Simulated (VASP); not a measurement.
# Pd (a cell with a defect) in VASP: notebook, part 2 of 2

VASP 6.6.1.

## Step 3: Single point, PBEsol

Contents of INCAR:

```
SYSTEM = Pd
PREC = Accurate ; ENCUT = 520
EDIFF = 1E-6 ; ISMEAR = -1
SIGMA = 0.05 ; LREAL = .FALSE.
LASPH = .TRUE. ; NELM = 80
ALGO = Normal ; ISIF = 2
LWAVE = .FALSE. ; LCHARG = .TRUE.
GGA = PS ; LELF = .TRUE.
LVHAR = .TRUE. ; NBANDS = 44
```

Contents of KPOINTS:

```
Automatic mesh
0
G
  2 2 2
  0 0 0
```

Contents of POSCAR:

```
Pd
1.0
    0.0000000000      3.8930000000      3.8930000000
    3.8930000000      0.0000000000      3.8930000000
    3.8930000000      3.8930000000      0.0000000000
Pd
7
Direct
   -0.0001027485     -0.0000210634      0.1183216029
    0.0082622656      0.5299678911     -0.0159576162
   -0.0083079887      0.4697513486      0.5224400205
    0.5299316722      0.0083996918     -0.0160200360
    0.4703153095     -0.0082909068      0.5221640123
    0.4999617262      0.5000706396      0.0057580272
    0.4999397637      0.5001221423      0.4882942461
```

Potentials or basis: VASP PAW PBE potentials, release 64 (Pd).

Started as:

```console
$ cat potpaw_PBE.64/Pd/POTCAR > POTCAR
$ mpirun -np 1 vasp_std > vasp.out
```

OUTCAR:

```text
SYSTEM = Pd
   PREC = Accurate
   ENCUT = 520
   EDIFF = 1E-6
   ISMEAR = -1
   LREAL = .FALSE.
   LASPH = .TRUE.
   NELM = 80
   ISIF = 2
   GGA = PS

 ion  position               nearest neighbor table
   1  1.000  1.000  0.118-   5 2.64   2 2.65   4 2.65   3 2.65   6 2.82   6 2.82   3 3.00   4 3.00
                             2 3.00   5 3.00   7 3.42   7 3.42
   2  0.008  0.530  0.984-   4 2.63   1 2.65   6 2.69   7 2.72   3 2.77   3 2.77   7 2.79   6 2.82
                             4 2.87   1 3.00
   3  0.992  0.470  0.522-   5 2.63   1 2.65   6 2.69   7 2.72   2 2.77   2 2.77   7 2.79   6 2.83
[... 575 lines left out ...]
  Total       -9.0588181     -9.0661987     -8.2669417     -0.1523778      0.0106447     -0.0073695
  in kB     -122.9982448   -123.0984573   -112.2463556     -2.0689455      0.1445306     -0.1000608
  external PRESSURE =    -119.4476859 kB  Pullay stress =       0.0000000 kB

 VOLUME and BASIS-vectors are now :
 -----------------------------------------------------------------------------
  energy-cutoff  :      520.00
  volume of cell :      118.00
      direct lattice vectors                 reciprocal lattice vectors
     0.000000000  3.893000000  3.893000000    -0.128435654  0.128435654  0.128435654
     3.893000000  0.000000000  3.893000000     0.128435654 -0.128435654  0.128435654
     3.893000000  3.893000000  0.000000000     0.128435654  0.128435654 -0.128435654

 POSITION                                       TOTAL-FORCE (eV/Angst)
 -----------------------------------------------------------------------------------
      4.35354      4.35323      7.78552        -0.967848     -0.957720      0.004753
      5.89404      3.86304      2.09533         0.157317      0.199784     -0.076077
      3.86260      5.89452      5.68940         0.200874      0.154992      0.082472
      3.86333      5.89366      2.09572         0.199662      0.157168     -0.077354
      5.89351      3.86372      5.69166         0.161341      0.197838      0.068248
      1.96919      1.96877      3.89313         0.112372      0.110550     -0.000930
      3.84791      3.84720      3.89324         0.136282      0.137389     -0.001111
 -----------------------------------------------------------------------------------
    total drift:                               -0.000142     -0.000267     -0.000055

  FREE ENERGIE OF THE ION-ELECTRON SYSTEM (eV)
  ---------------------------------------------------
  free  energy   TOTEN  =       -41.2743880504 eV

  energy  without entropy=      -41.1310062506  energy(sigma->0) =      -41.20269715
```

OSZICAR:

```text
N       E                     dE             d eps       ncg     rms          rms(c)
DAV:   1     0.459995399603E+03    0.46000E+03   -0.35150E+04   704   0.154E+03
DAV:   2    -0.284807911987E+02   -0.48848E+03   -0.46422E+03   752   0.347E+02
DAV:   3    -0.434740958254E+02   -0.14993E+02   -0.14379E+02   764   0.625E+01
DAV:   4    -0.436767202178E+02   -0.20262E+00   -0.20203E+00   768   0.676E+00
DAV:   5    -0.436803220741E+02   -0.36019E-02   -0.36016E-02   752   0.101E+00    0.179E+01
DAV:   6    -0.419440362424E+02    0.17363E+01   -0.12717E+01   752   0.215E+01    0.121E+01
DAV:   7    -0.425237832859E+02   -0.57975E+00   -0.21092E+01   732   0.229E+01    0.108E+01
DAV:   8    -0.415281418589E+02    0.99564E+00   -0.18977E+00   732   0.132E+01    0.480E+00
DAV:   9    -0.413597689003E+02    0.16837E+00   -0.93117E-01   756   0.724E+00    0.365E+00
DAV:  10    -0.413090832629E+02    0.50686E-01   -0.80599E-01   732   0.528E+00    0.234E+00
DAV:  11    -0.412914985613E+02    0.17585E-01   -0.24515E-01   752   0.290E+00    0.166E+00
DAV:  12    -0.412770595934E+02    0.14439E-01   -0.96521E-02   736   0.196E+00    0.569E-01
DAV:  13    -0.412763597203E+02    0.69987E-03   -0.13704E-02   788   0.740E-01    0.529E-01
DAV:  14    -0.412748162066E+02    0.15435E-02   -0.96768E-03   756   0.509E-01    0.203E-01
DAV:  15    -0.412745194978E+02    0.29671E-03   -0.11816E-03   772   0.198E-01    0.133E-01
DAV:  16    -0.412744196498E+02    0.99848E-04   -0.36349E-04   752   0.126E-01    0.634E-02
DAV:  17    -0.412743884204E+02    0.31229E-04   -0.10031E-04   756   0.730E-02    0.109E-02
DAV:  18    -0.412743880504E+02    0.36999E-06   -0.56407E-06   764   0.166E-02
   1 F= -.41274388E+02 E0= -.41202697E+02  d E =-.143382E+00
```

Wall time 45 s (1 thread of AMD EPYC 9R45 (Zen 5), shared host); peak memory 0.22 GiB.

What came out:

```
Free energy            : -41.2744 eV
Pressure               : -11.9 GPa
Largest force          : 1.362 eV/Å
Band gap on the k mesh : zero (band 35 reaches 7.88 eV, above the bottom of band 36 at 7.29 eV)
```

Forces on the atoms (eV/Å):
```
Pd  -0.968 -0.958  0.005
Pd   0.157  0.200 -0.076
Pd   0.201  0.155  0.082
Pd   0.200  0.157 -0.077
Pd   0.161  0.198  0.068
Pd   0.112  0.111 -0.001
Pd   0.136  0.137 -0.001
```

Levels at points of the mesh, in eV from the Fermi level:
| k point | band 33 | band 34 | band 35 | band 36 | band 37 | band 38 | band 39 | band 40 |
| --- | --- | --- | --- | --- | --- | --- | --- | --- |
| (0.00, 0.00, 0.00) | 0.01 | 0.10 | 0.18 | 0.33 | 1.47 | 1.92 | 1.94 | 2.22 |
| (0.50, 0.00, 0.00) | -0.30 | -0.20 | -0.02 | 0.00 | 0.03 | 3.02 | 3.16 | 3.50 |
| (0.00, 0.50, 0.00) | -0.30 | -0.19 | -0.02 | 0.00 | 0.03 | 3.02 | 3.16 | 3.50 |
| (0.00, 0.00, 0.50) | -0.68 | -0.15 | 0.00 | 0.05 | 0.16 | 3.02 | 3.44 | 3.52 |
| (0.50, 0.50, 0.50) | -0.68 | -0.15 | 0.00 | 0.05 | 0.16 | 3.02 | 3.44 | 3.52 |
| (0.50, 0.50, 0.00) | -0.77 | -0.52 | -0.27 | -0.24 | 0.31 | 1.68 | 2.26 | 2.56 |
| (0.00, 0.50, 0.50) | -0.67 | -0.54 | -0.53 | -0.41 | 0.16 | 1.75 | 2.40 | 2.47 |
| (0.50, 0.00, 0.50) | -0.67 | -0.54 | -0.53 | -0.41 | 0.16 | 1.75 | 2.40 | 2.47 |

Caveat: the k points lie up to 0.70 Å⁻¹ apart; the PAW data sets were made with another functional, which shifts forces and pressure a little.
